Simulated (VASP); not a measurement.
A run of VASP 6.6.1 is set up as follows.

Contents of INCAR:

```
SYSTEM = SiC
PREC = Accurate ; ENCUT = 600
EDIFF = 1E-7 ; ISMEAR = -1
SIGMA = 0.02 ; LREAL = .False.
LASPH = .True. ; NELM = 60
ALGO = Normal ; ISIF = 3
LWAVE = .False. ; LCHARG = .False.
IBRION = 2 ; NSW = 60
EDIFFG = -0.005
```

KPOINTS

```
regular mesh
0
Gamma
  12 12 7
  0 0 0
```

Contents of POSCAR:

```
SiC
1.0
    3.0603147428      0.0000000000      0.0000000000
   -1.5301573714      2.6503103108      0.0000000000
    0.0000000000      0.0000000000      4.9883130308
Si C
2 2
Direct
    0.3333333333      0.6666666667      0.0000000000
    0.6666666667      0.3333333333      0.5000000000
    0.3333333333      0.6666666667      0.3760000000
    0.6666666667      0.3333333333      0.8760000000
```

Potentials or basis: VASP PAW LDA potentials, release 64 (Si, C).

Command:

```bash
$ cat potpaw_LDA.64/Si/POTCAR potpaw_LDA.64/C/POTCAR > POTCAR
$ mpirun -np 1 vasp_std > vasp.out
```

Question: Estimate the relaxed volume.

Answer: 10.16 Å³/atom.

Question: Estimate the relaxed cell.

Answer: a = 3.057 Å, b = 3.057 Å, c = 5.018 Å, α = 90.00°, β = 90.00°, γ = 120.00°.

Final structure:
```
CELL_PARAMETERS angstrom
3.05745 0.00000 0.00000
-1.52873 2.64783 0.00000
0.00000 0.00000 5.01796
ATOMIC_POSITIONS crystal
Si 0.33333 0.66667 0.00010
Si 0.66667 0.33333 0.50010
C 0.33333 0.66667 0.37590
C 0.66667 0.33333 0.87590
```
